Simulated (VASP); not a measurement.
Runs of VASP 6.6.1 on BeAs. The structure is that of space group F-43m (No. 216), or close to it. The cells are those of the table. 

```csv
task,cell,k mesh,cutoff (eV),gap on the mesh (eV),pressure (GPa)
relaxation of cell and atoms,"relaxed from a = 3.553 Å, angles 60.0°, 2 atoms",6 × 6 × 6,600,none,0.0
single point,"a = 3.553 Å, angles 60.0°, 2 atoms",6 × 6 × 6,520,none,7.4
single point,"a = 3.655 Å, angles 60.0°, 2 atoms",6 × 6 × 6,520,none,0.5
single point,"a = 3.658 Å, angles 60.0°, 2 atoms",18 × 18 × 18,520,none,(a)
```

Alike in all rows: level PBE; potentials or basis VASP PAW PBE potentials, release 64 (Be, As); no spin polarisation; smearing gaussian 0.1 eV.

Estimate the missing entries.

(a) 0.2.

Caveats: some runs use coarse meshes.

A k mesh can miss the band edges, and the runs leave out spin-orbit coupling on As.

A gap of «none» marks levels without a gap at the run's occupations.
